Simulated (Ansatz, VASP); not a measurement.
MgB5 in VASP and in Ansatz

```xyz
6
Lattice="1.8592 1.0734 4.0983 -1.8592 1.0734 4.0983 0.0000 -2.1468 4.0983" Properties=species:S:1:pos:R:3 pbc="T T T"
Mg    0.0000    0.0000    9.1375
B    -0.9499    0.5484    3.2343
B     0.0000   -1.0968    3.2343
B     0.9499    0.5484    3.2343
B     0.0000    0.0000    6.3501
B     0.0000    0.0000    4.5507
```

Alike in both runs: functional PBE; k mesh 6 × 6 × 6; occupations gaussian, width 0.1 eV; no spin polarisation.

Ansatz relaxed the structure, and its values are those at the end. VASP's run is a single point on that final structure, the one shown.

|  | VASP | Ansatz |
| --- | --- | --- |
| version | VASP 6.6.1 | Ansatz 0.2.0 |
| potentials or method | VASP PAW PBE potentials, release 64 (Mg, B), cutoff 520 eV | scalar-relativistic, plane waves, PAW |
| valence electrons in the cell | 17 | 25 |

|  | VASP | Ansatz | Ansatz less VASP |
| --- | --- | --- | --- |
| gap on the k mesh at the Fermi level (eV) | none | none | - |
| pressure (GPa) | -0.2 | -0.1 | +0.11 |
| rms of the force components (eV/Å) | 0.004 | 0.002 | -0.0019 |

A gap of «none» marks a metal or a gap that the smearing closes. The functional is the same, so the differences come from potentials, cutoffs and numerics. VASP's potentials hold 17 valence electrons a cell and Ansatz's 25, so a difference there can come from the potentials and not from the codes.
